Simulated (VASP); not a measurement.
In3GaP4, 8 atoms in the cell. The typed cell holds 8 atoms: a = 3.833 Å, b = 3.833 Å, c = 13.997 Å, α = 90.00°, β = 90.00°, γ = 120.00°. 

```yaml
Program: VASP 6.6.1
Task: single point
Functional: PBEsol
Potentials_or_basis: VASP PAW PBE potentials, release 64 (Ga_d, In_d, P)
Cutoff: 520 eV
k_mesh: 4 × 4 × 1
Occupations: fermi-dirac, width 0.05 eV
Spin: no spin polarisation
Dipole_correction: no
Charge: 6
Further_INCAR_settings: ALGO = Normal; EDIFF = 1e-07; NBANDS = 46; NELECT = 66.0
```

Potentials or basis: VASP PAW PBE potentials, release 64 (Ga_d, In_d, P).

Run with:

```console
$ cat potpaw_PBE.64/Ga_d/POTCAR potpaw_PBE.64/In_d/POTCAR potpaw_PBE.64/P/POTCAR > POTCAR
$ mpirun -np 1 vasp_std > vasp.out
```

Hardware: 1 thread of Intel Xeon 8259CL, with other jobs on the host.

Estimate the wall time of this run.

It took 4.5 min on 1 thread of Intel Xeon 8259CL (shared host), peak memory 0.33 GiB. Counts: scf iterations 20, k points 10.
